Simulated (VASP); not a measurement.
# SiC (P6_3mc) in VASP: notebook

SiC is run at these levels: r2SCAN; tasks: single point.

Everything below comes from runs of VASP 6.6.1. Logs are shortened: lines on timing, memory, paths and dates and some standing lists are left out, and cuts for length are marked.

## Step 1: The cell of the first run

The structure is hexagonal, space group P6_3mc (No. 186). The conventional cell has a = 2.983 Å, b = 2.983 Å, c = 5.076 Å, α = 90.00°, β = 90.00°, γ = 120.00°. Si (site symmetry 3m) has 4 C at 1.84 to 1.89 Å within 2.4 Å. C (site symmetry 3m) has 4 Si at 1.84 to 1.89 Å within 2.4 Å.

## Step 2: Single point, r2SCAN (epitaxial xy strain -3.0%)

File POSCAR:

```
SiC
1.0
    2.9830955520      0.0000000000      0.0000000000
   -1.4915477760      2.5834365300      0.0000000000
    0.0000000000      0.0000000000      5.0762051791
Si C
2 2
Direct
    0.3333333333      0.6666666667      0.0016304307
    0.6666666667      0.3333333333      0.5016304307
    0.3333333333      0.6666666667      0.3733695693
    0.6666666667      0.3333333333      0.8733695693
```

File INCAR.step1:

```
  ALGO = Normal
  EDIFF = 1E-4
  ENCUT = 520
  GGA = PE
  ISMEAR = 0
  LASPH = True
  LCHARG = False
  LREAL = False
  LWAVE = True
  NBANDS = 16
  NELM = 80
  PREC = Accurate
  SIGMA = 0.01
```

File INCAR.step2:

```
  ALGO = Normal
  EDIFF = 1E-7
  ENCUT = 520
  ISIF = 2
  ISMEAR = 0
  ISTART = 1
  LASPH = True
  LCHARG = False
  LMIXTAU = True
  LREAL = False
  LWAVE = False
  METAGGA = R2SCAN
  NBANDS = 16
  NELM = 80
  PREC = Accurate
  SIGMA = 0.01
```

File KPOINTS:

```
k-points
0
Gamma
  12 12 6
```

Potentials or basis: VASP PAW PBE potentials, release 64 (Si, C).

On the command line:

```sh
> cat potpaw_PBE.64/Si/POTCAR potpaw_PBE.64/C/POTCAR > POTCAR
> cp INCAR.step1 INCAR
> mpirun -np 1 vasp_std > vasp.out
> cp INCAR.step2 INCAR
> mpirun -np 1 vasp_std > vasp.out
```

OUTCAR:

```text
EDIFF = 1E-7
   ENCUT = 520
   ISIF = 2
   ISMEAR = 0
   ISTART = 1
   LASPH = True
   LREAL = False
   METAGGA = R2SCAN
   NELM = 80
   PREC = Accurate

 ion  position               nearest neighbor table
   1  0.333  0.667  0.002-   4 1.84   4 1.84   4 1.84   3 1.89   2 3.07   2 3.07   2 3.07   2 3.07
                             2 3.07   2 3.07
   2  0.667  0.333  0.502-   3 1.84   3 1.84   3 1.84   4 1.89   1 3.07   1 3.07   1 3.07   1 3.07
                             1 3.07   1 3.07
   3  0.333  0.667  0.373-   2 1.84   2 1.84   2 1.84   1 1.89
   4  0.667  0.333  0.873-   1 1.84   1 1.84   1 1.84   2 1.89

  LATTYP: Found a hexagonal cell.
 ALAT       =     2.9830955520
 C/A-ratio  =     1.7016569167

  Lattice vectors:

 A1 = (   2.9830955520,   0.0000000000,   0.0000000000)
 A2 = (  -1.4915477760,   2.5834365300,   0.0000000000)
 A3 = (   0.0000000000,   0.0000000000,   5.0762051791)

Analysis of symmetry for initial positions (statically):
=====================================================================
 Subroutine PRICEL returns:
 Original cell was already a primitive cell.

 Routine SETGRP: Setting up the symmetry group for a
 hexagonal supercell.

 Subroutine GETGRP returns: Found 12 space group operations
 (whereof  6 operations were pure point group operations)
 out of a pool of 24 trial point group operations.

The static configuration has the point symmetry C_3v.
 The point group associated with its full space group is C_6v.

Analysis of symmetry for dynamics (positions and initial velocities):
=====================================================================
 Subroutine PRICEL returns:
 Original cell was already a primitive cell.

 Routine SETGRP: Setting up the symmetry group for a
 hexagonal supercell.

 Subroutine GETGRP returns: Found 12 space group operations
 (whereof  6 operations were pure point group operations)
 out of a pool of 24 trial point group operations.

The dynamic configuration has the point symmetry C_3v.
 The point group associated with its full space group is C_6v.

 Subroutine INISYM returns: Found 12 space group operations
 (whereof  6 operations are pure point group operations),
 and found     1 'primitive' translations

----------------------------------------------------------------------------------------

                                     Primitive cell

  volume of cell :      39.1205

  direct lattice vectors                    reciprocal lattice vectors
     2.983095552  0.000000000  0.000000000     0.335222249  0.193540656  0.000000000
    -1.491547776  2.583436530  0.000000000     0.000000000  0.387081311  0.000000000
     0.000000000  0.000000000  5.076205179     0.000000000  0.000000000  0.196997553

  length of vectors
     2.983095552  2.983095552  5.076205179     0.387081311  0.387081311  0.196997553

  position of ions in fractional coordinates (direct lattice)
     0.333333333  0.666666667  0.001630431
     0.666666667  0.333333333  0.501630431
     0.333333333  0.666666667  0.373369569
     0.666666667  0.333333333  0.873369569

  ion indices of the primitive-cell ions
   primitive index   ion index
                 1           1
                 2           2
                 3           3
                 4           4

----------------------------------------------------------------------------------------

 KPOINTS: k-points

Automatic generation of k-mesh.
 Grid dimensions read from file:
 generate k-points for:   12   12    6

 Generating k-lattice:

  Cartesian coordinates                     Fractional coordinates (reciprocal lattice)
     0.027935187  0.016128388  0.000000000     0.083333333  0.000000000  0.000000000
     0.000000000  0.032256776  0.000000000     0.000000000  0.083333333  0.000000000
     0.000000000  0.000000000  0.032832926     0.000000000  0.000000000  0.166666667

  Length of vectors
     0.032256776  0.032256776  0.032832926

  Shift w.r.t. Gamma in fractional coordinates (k-lattice)
     0.000000000  0.000000000  0.000000000

 Subroutine IBZKPT returns following result:
 ===========================================

 Found     76 irreducible k-points:

 Following reciprocal coordinates:
            Coordinates               Weight
  0.000000  0.000000  0.000000      1.000000
  0.083333 -0.000000  0.000000      6.000000
  0.166667  0.000000  0.000000      6.000000
  0.250000  0.000000  0.000000      6.000000
  0.333333  0.000000  0.000000      6.000000
  0.416667 -0.000000  0.000000      6.000000
[... 16 lines left out ...]
  0.250000  0.000000  0.166667     12.000000
  0.333333  0.000000  0.166667     12.000000
 [... further k-points ...]
   k-points           NKPTS =     76   k-points in BZ     NKDIM =     76   number of bands    NBANDS=     16
   number of dos      NEDOS =    301   number of ions     NIONS =      4
   total plane-waves  NPLWV =  23040
   dimension x,y,z NGX =    24 NGY =   24 NGZ =   40
[... 27 lines left out ...]
   EMIN   =  10.00;   EMAX   =-10.00  energy-range for DOS
   EFERMI =   0.00;   METHOD = LEGACY
   ISMEAR =     0;   SIGMA  =   0.01  broadening in eV -4-tet -1-fermi 0-gaus
   EFERMI_NEDOS =   21; number of points for ismear=-14 and -15
   IALGO  =     38    algorithm
   IMIX   =      4    mixing-type and parameters
     AMIX     =   0.40;   BMIX     =  1.00
     AMIX_MAG =   1.60;   BMIX_MAG =  1.00
  volume/ion in A,a.u.               =       9.78        66.00
  Fermi-wavevector in a.u.,A,eV,Ry     =   1.215197  2.296390 20.091783  1.476704
  Thomas-Fermi vector in A             =   2.350592
   LORBIT       =      0    0 simple, 1 ext, 2 COOP (PROOUT), +10 PAW based schemes
   METAGGA = R2SCAN    functional components
   LHFCALC =     F    Hartree Fock is set to
   AEXX    =    0.0000 exact exchange contribution
   IVDW    =     0    specifies the selected vdW correction
   LEPSILON=     F    determine dielectric tensor
   LRPA    =     F    only Hartree local field effects (RPA)
 non-spin polarized calculation
 Gauss-broadening in eV      SIGMA  =   0.01
  energy-cutoff  :      520.00
  volume of cell :       39.12
 maximum number of plane-waves:      1075
 NGX is ok and might be reduce to    24
   NGX = 11   NGY = 11   NGZ = 19

 number of electron      16.0000000 magnetization

 Free energy of the ion-electron system (eV)
  ---------------------------------------------------
  ext. energy  EPLUGINS =         0.00000000
  ---------------------------------------------------
  free energy    TOTEN  =       -38.48301412 eV

  energy without entropy =      -38.48301412  energy(sigma->0) =      -38.48301412

 E-fermi :   9.0096     XC(G=0): -12.1827

 val. band max:        8.9081256336   @ k =   0.0000   0.0000   0.0000
 cond. band min:      11.1639092227   @ k =   0.3333   0.3333   0.0000
 fundamental gap:      2.2557835891
 Fermi energy:         9.0095669157

 k-point     1 :       0.0000    0.0000    0.0000
  band No.  band energies     occupation
      1      -8.0260      2.00000
      2      -4.4619      2.00000
      3      -0.6665      2.00000
      4       7.6664      2.00000
      5       7.6664      2.00000
      6       8.3670      2.00000
[... 8 lines left out ...]
     15      18.9360      0.00000
     16      21.3742      0.00000

 k-point     2 :       0.0833   -0.0000    0.0000
  band No.  band energies     occupation
      1      -7.8917      2.00000
      2      -4.3460      2.00000
      3      -0.5398      2.00000
      4       6.9435      2.00000
      5       7.4302      2.00000
      6       8.3036      2.00000
[... 8 lines left out ...]
     15      19.2602      0.00000
     16      20.2166      0.00000

 k-point     3 :       0.1667    0.0000    0.0000
  band No.  band energies     occupation
      1      -7.4926      2.00000
      2      -4.0078      2.00000
      3      -0.1676      2.00000
      4       5.3257      2.00000
      5       6.8987      2.00000
      6       7.1928      2.00000
[... 8 lines left out ...]
     15      19.6396      0.00000
     16      19.9019      0.00000
[... 362 lines left out ...]
 k-point    23 :       0.2500    0.0000    0.1667
  band No.  band energies     occupation
      1      -6.7064      2.00000
      2      -3.9448      2.00000
      3       1.0234      2.00000
      4       3.6867      2.00000
      5       5.2743      2.00000
      6       6.4204      2.00000
[... 8 lines left out ...]
     15      20.7209      0.00000
     16      20.9511      0.00000

 k-point    24 :       0.3333    0.0000    0.1667
  band No.  band energies     occupation
      1      -5.8388      2.00000
      2      -3.2768      2.00000
      3       1.0828      2.00000
      4       2.6563      2.00000
      5       3.6848      2.00000
      6       5.9490      2.00000
[... 8 lines left out ...]
     15      21.4035      0.00000
     16      22.4075      0.00000

 [... further k-points ...]

------------------------ aborting loop because EDIFF is reached ----------------------------------------

  FORCE on cell =-STRESS in cart. coord.  units (eV):
  Direction    XX          YY          ZZ          XY          YZ          ZX
  --------------------------------------------------------------------------------------
  -------------------------------------------------------------------------------------
  Total        5.1882369      5.1882369     -0.0773686      0.0000000      0.0000000     -0.0000000
  in kB      212.4840106    212.4840106     -3.1686281      0.0000000      0.0000000     -0.0000000
  external PRESSURE =     140.5997977 kB  Pullay stress =       0.0000000 kB

 VOLUME and BASIS-vectors are now :
 -----------------------------------------------------------------------------
  energy-cutoff  :      520.00
  volume of cell :       39.12
      direct lattice vectors                 reciprocal lattice vectors
     2.983095552  0.000000000  0.000000000     0.335222249  0.193540656  0.000000000
    -1.491547776  2.583436530  0.000000000     0.000000000  0.387081311  0.000000000
     0.000000000  0.000000000  5.076205179     0.000000000  0.000000000  0.196997553

 POSITION                                       TOTAL-FORCE (eV/Angst)
 -----------------------------------------------------------------------------------
     -0.00000      1.72229      0.00828         0.000000     -0.000000     -0.002013
      1.49155      0.86115      2.54638        -0.000000      0.000000     -0.002013
     -0.00000      1.72229      1.89530         0.000000      0.000000      0.002013
      1.49155      0.86115      4.43340        -0.000000     -0.000000      0.002013
 -----------------------------------------------------------------------------------
    total drift:                               -0.000000      0.000000      0.001306

  FREE ENERGIE OF THE ION-ELECTRON SYSTEM (eV)
  ---------------------------------------------------
  free  energy   TOTEN  =       -38.4830141186 eV

  energy  without entropy=      -38.4830141186  energy(sigma->0) =      -38.48301412
```

Wall time 86 s (1 thread of Intel Xeon 6975P-C (Granite Rapids), shared host); peak memory 0.17 GiB.

What came out:

* Free energy: -38.4830 eV
* Pressure: 14.1 GPa
* Band gap on the k mesh: 2.26 eV (least direct gap 4.90 eV)

Forces in eV/Å, atoms in the order of the input:
```
Si   0.000  0.000 -0.002
Si   0.000  0.000 -0.002
C    0.000  0.000  0.002
C    0.000  0.000  0.002
```

Stress tensor (GPa, compression positive):
```
21.25  0.00  0.00
 0.00 21.25  0.00
 0.00  0.00 -0.32
```

Caveat: the cell differs from its parent crystal (epitaxial xy strain -3.0%); the cell stands under pressure; the PAW data sets were made with another functional, which shifts forces and pressure a little. A k mesh can miss the band edges.

## Step 3: Single point, r2SCAN (epitaxial xy strain -2.0%)

File POSCAR:

```
SiC
1.0
    3.0138491144      0.0000000000      0.0000000000
   -1.5069245572      2.6100698963      0.0000000000
    0.0000000000      0.0000000000      5.0666883860
Si C
2 2
Direct
    0.3333333333      0.6666666667      0.0008831814
    0.6666666667      0.3333333333      0.5008831814
    0.3333333333      0.6666666667      0.3741168186
    0.6666666667      0.3333333333      0.8741168186
```

File INCAR.step1:

```
ALGO     = Normal         # electronic algorithm
EDIFF    = 1E-4           # SCF threshold, eV
ENCUT    = 520            # plane-wave cutoff, eV
GGA      = PE             # functional
ISMEAR   = 0              # smearing method
LASPH    = True           # aspherical terms in the spheres
LCHARG   = False          # write CHGCAR
LREAL    = False          # projectors in reciprocal space
LWAVE    = True           # write WAVECAR
NBANDS   = 16             # bands
NELM     = 80             # most SCF steps
PREC     = Accurate       # precision mode
SIGMA    = 0.01           # smearing width, eV
```

File INCAR.step2:

```
ALGO     = Normal         # electronic algorithm
EDIFF    = 1E-7           # SCF threshold, eV
ENCUT    = 520            # plane-wave cutoff, eV
ISIF     = 2              # what is computed and relaxed
ISMEAR   = 0              # smearing method
ISTART   = 1            
LASPH    = True           # aspherical terms in the spheres
LCHARG   = False          # write CHGCAR
LMIXTAU  = True         
LREAL    = False          # projectors in reciprocal space
LWAVE    = False          # write WAVECAR
METAGGA  = R2SCAN         # meta-GGA
NBANDS   = 16             # bands
NELM     = 80             # most SCF steps
PREC     = Accurate       # precision mode
SIGMA    = 0.01           # smearing width, eV
```

KPOINTS is that of step 2.

Potentials or basis: VASP PAW PBE potentials, release 64 (Si, C).

On the command line:

```sh
> cat potpaw_PBE.64/Si/POTCAR potpaw_PBE.64/C/POTCAR > POTCAR
> cp INCAR.step1 INCAR
> mpirun -np 1 vasp_std > vasp.out
> cp INCAR.step2 INCAR
> mpirun -np 1 vasp_std > vasp.out
```

It took 83 s on 1 thread of Intel Xeon 6975P-C (Granite Rapids), shared host; peak memory 0.18 GiB.

The run converged. Its results:

```yaml
Free_energy: -38.5710 eV
Pressure: 8.9 GPa
Band_gap_on_the_k_mesh: 2.40 eV (least direct gap 4.76 eV)
```

Stress tensor (GPa, compression positive):
```
13.53  0.00  0.00
 0.00 13.53  0.00
 0.00  0.00 -0.30
```

Levels at points of the mesh, in eV from the valence-band top:
```csv
k point,band 4,band 5,band 6,band 7,band 8,band 9,band 10,band 11,band 12,band 13
"(0.00, 0.00, 0.00)",-1.29,-1.29,-0.38,0.00,0.00,6.05,6.58,7.58,7.58,8.71
"(0.50, 0.00, 0.00)",-6.83,-5.83,-3.57,-3.47,-1.33,3.43,4.44,7.73,7.78,10.57
"(0.00, 0.00, 0.50)",-5.00,-0.69,-0.69,-0.69,-0.69,7.06,7.06,8.24,8.24,8.24
"(0.50, 0.00, 0.50)",-8.77,-2.69,-2.69,-2.58,-2.58,3.64,3.64,5.85,5.85,11.21
```

Caveat: the cell differs from its parent crystal (epitaxial xy strain -2.0%); the cell stands under pressure; the PAW data sets were made with another functional, which shifts forces and pressure a little. A k mesh can miss the band edges.

## Step 4: Single point, r2SCAN (epitaxial xy strain -1.0%)

File POSCAR:

```
SiC
1.0
    3.0446026768      0.0000000000      0.0000000000
   -1.5223013384      2.6367032626      0.0000000000
    0.0000000000      0.0000000000      5.0572608845
Si C
2 2
Direct
    0.3333333333      0.6666666667      0.0002115789
    0.6666666667      0.3333333333      0.5002115789
    0.3333333333      0.6666666667      0.3747884211
    0.6666666667      0.3333333333      0.8747884211
```

File INCAR.step1:

```
PREC = Accurate
ENCUT = 520
ISMEAR = 0
SIGMA = 0.01
LREAL = False
LASPH = True
NELM = 80
NBANDS = 16
GGA = PE
ALGO = Normal
EDIFF = 1E-4
LWAVE = True
LCHARG = False
```

File INCAR.step2:

```
PREC = Accurate
ENCUT = 520
EDIFF = 1E-7
ISMEAR = 0
SIGMA = 0.01
LREAL = False
LASPH = True
NELM = 80
ALGO = Normal
ISIF = 2
LWAVE = False
LCHARG = True
METAGGA = R2SCAN
LMIXTAU = True
LELF = True
LVHAR = True
NBANDS = 16
ISTART = 1
```

File KPOINTS:

```
Automatic mesh
0
Gamma
  12 12 6
```

On the command line:

```sh
> cat potpaw_PBE.64/Si/POTCAR potpaw_PBE.64/C/POTCAR > POTCAR
> cp INCAR.step1 INCAR
> mpirun -np 1 vasp_std > vasp.out
> cp INCAR.step2 INCAR
> mpirun -np 1 vasp_std > vasp.out
```

It took 72 s on 1 thread of Intel Xeon 6975P-C (Granite Rapids), shared host; peak memory 0.18 GiB.

It converged, with:

```
Free energy            : -38.6219 eV
Pressure               : 4.2 GPa
Band gap on the k mesh : 2.54 eV (least direct gap 4.63 eV)
```

Stress tensor (GPa, compression positive):
```
 6.39  0.00  0.00
 0.00  6.39  0.00
 0.00  0.00 -0.24
```

Levels at points of the mesh, in eV from the valence-band top:
```csv
k point,band 6,band 7,band 8,band 9,band 10,band 11
"(0.00, 0.00, 0.00)",-0.24,0.00,0.00,5.71,6.71,7.38
"(0.50, 0.00, 0.00)",-3.47,-3.46,-1.30,3.33,4.56,7.60
"(0.00, 0.00, 0.50)",-0.72,-0.72,-0.72,6.78,6.78,8.06
"(0.50, 0.00, 0.50)",-2.57,-2.56,-2.56,3.69,3.69,5.82
```

Caveat: the cell differs from its parent crystal (epitaxial xy strain -1.0%); the cell stands under pressure; the PAW data sets were made with another functional, which shifts forces and pressure a little.

## Step 5: Single point, r2SCAN (epitaxial xy strain +1.0%)

File POSCAR:

```
SiC
1.0
    3.1061098016      0.0000000000      0.0000000000
   -1.5530549008      2.6899699951      0.0000000000
    0.0000000000      0.0000000000      5.0400368703
Si C
2 2
Direct
    0.3333333333      0.6666666667     -0.0009413781
    0.6666666667      0.3333333333      0.4990586219
    0.3333333333      0.6666666667      0.3759413781
    0.6666666667      0.3333333333      0.8759413781
```

File INCAR.step1:

```
PREC = Accurate
ENCUT = 520
ISMEAR = 0
SIGMA = 0.01
LREAL = F
LASPH = T
NELM = 80
NBANDS = 16
GGA = PE
ALGO = Normal
EDIFF = 1E-4
LWAVE = T
LCHARG = F
```

File INCAR.step2:

```
PREC = Accurate
ENCUT = 520
EDIFF = 1E-6
ISMEAR = 0
SIGMA = 0.01
LREAL = F
LASPH = T
NELM = 80
ALGO = Normal
ISIF = 2
LWAVE = F
LCHARG = T
METAGGA = R2SCAN
LMIXTAU = T
LELF = T
LVHAR = T
NBANDS = 16
ISTART = 1
```

File KPOINTS:

```
regular mesh
0
Gamma
  12 12 6
```

On the command line:

```sh
> cat potpaw_PBE.64/Si/POTCAR potpaw_PBE.64/C/POTCAR > POTCAR
> cp INCAR.step1 INCAR
> mpirun -np 1 vasp_std > vasp.out
> cp INCAR.step2 INCAR
> mpirun -np 1 vasp_std > vasp.out
```

It took 70 s on 1 thread of Intel Xeon 6975P-C (Granite Rapids), shared host; peak memory 0.18 GiB.

The run converged. Its results:

```yaml
Free_energy: -38.6213 eV
Pressure: -4.2 GPa
Band_gap_on_the_k_mesh: 2.77 eV (least direct gap 4.34 eV)
```

Stress tensor (GPa, compression positive):
```
-6.24  0.00  0.00
 0.00 -6.24  0.00
 0.00  0.00 -0.15
```

Levels at points of the mesh, in eV from the valence-band top:
| k point | band 6 | band 7 | band 8 | band 9 | band 10 | band 11 |
| --- | --- | --- | --- | --- | --- | --- |
| (0.00, 0.00, 0.00) | -0.01 | 0.00 | 0.00 | 5.05 | 6.75 | 7.00 |
| (0.50, 0.00, 0.00) | -3.48 | -3.28 | -1.22 | 3.12 | 4.75 | 7.33 |
| (0.00, 0.00, 0.50) | -0.78 | -0.78 | -0.78 | 6.21 | 6.21 | 7.72 |
| (0.50, 0.00, 0.50) | -2.55 | -2.33 | -2.33 | 3.74 | 3.74 | 5.77 |

Caveat: the cell differs from its parent crystal (epitaxial xy strain +1.0%); the cell stands under tension; the PAW data sets were made with another functional, which shifts forces and pressure a little. A k mesh can miss the band edges.

## Step 6: Summary

```tsv
cell	gap on the mesh (eV)	pressure (GPa)
a = 2.983, b = 2.983, c = 5.076 Å, angles 90.0, 90.0, 120.0°, 4 atoms, atomic positions A	2.26	14.1
a = 3.014, b = 3.014, c = 5.067 Å, angles 90.0, 90.0, 120.0°, 4 atoms, atomic positions A	2.40	8.9
a = 3.045, b = 3.045, c = 5.057 Å, angles 90.0, 90.0, 120.0°, 4 atoms, atomic positions B	2.54	4.2
a = 3.106, b = 3.106, c = 5.040 Å, angles 90.0, 90.0, 120.0°, 4 atoms, atomic positions B	2.77	-4.2
```

Alike in all rows: task single point; level r2SCAN; potentials or basis VASP PAW PBE potentials, release 64 (Si, C); no spin polarisation; k mesh 12 × 12 × 6; cutoff (eV) 520; smearing gaussian 0.01 eV.

Caveats: the PAW data sets were made with another functional, which shifts forces and pressure a little; the cell stands under pressure (at least some runs); the cell stands under tension (at least some runs).

Absolute energies hang on the potentials; compare differences alone.
